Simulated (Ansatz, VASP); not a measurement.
**Two plane-wave programs on Cs**

Contents of INCAR:

```
SYSTEM = Cs
PREC = Accurate ; ENCUT = 520
EDIFF = 1E-6 ; ISMEAR = 0
SIGMA = 0.0062 ; LREAL = .FALSE.
LASPH = .TRUE. ; NELM = 80
ALGO = Normal ; ISIF = 2
LWAVE = .FALSE. ; LCHARG = .FALSE.
GGA = PE ; NBANDS = 16
```

The input KPOINTS:

```
regular mesh
0
G
  3 3 2
  0 0 0
```

POSCAR

```
Cs
1.0
    5.5663060538      0.0000000000      0.0000000000
   -2.7831530269      4.8205624479      0.0000000000
    0.0000000000      0.0000000000      9.2584789600
Cs
2
Direct
    0.3333333333      0.6666666667      0.2500000000
    0.6666666667      0.3333333333      0.7500000000
```

Input for Ansatz:

```yaml
crystal:
  lattice:
    - [5.5663060538, 0.0, 0.0]
    - [-2.7831530269, 4.8205624479, 0.0]
    - [0.0, 0.0, 9.25847896]
  atoms:
    - { symbol: Cs, position: [0.3333333333, 0.6666666667, 0.25] }
    - { symbol: Cs, position: [0.6666666667, 0.3333333333, 0.75] }
basis:
  ecutwfc: 420
kpoints:
  mp_grid: { grid: [3, 3, 2] }
hamiltonian:
  xc: pbe
scf:
  occupations: { method: gaussian, width: 0.0062 }
output:
  forces: true
  stress: true
  eigenvalues: true
```

Alike in both runs: task single point; functional PBE; k mesh 3 × 3 × 2; occupations gaussian, width 0.0062 eV; no spin polarisation.

|  | VASP | Ansatz |
| --- | --- | --- |
| version | VASP 6.6.1 | Ansatz 0.2.0 |
| potentials or method | VASP PAW PBE potentials, release 64 (Cs_sv), cutoff 520 eV | scalar-relativistic, plane waves, PAW |
| valence electrons in the cell | 18 | 18 |

```csv
,VASP,Ansatz,Ansatz less VASP
gap on the k mesh at the Fermi level (eV),none,none,-
pressure (GPa),-0.1,-0.1,+0.01
"traceless stress, the component that is largest in VASP (GPa)",-0.09,-0.09,+0.001
```

A gap of «none» marks a metal or a gap that the smearing closes.

The k mesh is coarse, so the values compare programs but aren't converged. Spin-orbit coupling is off throughout.
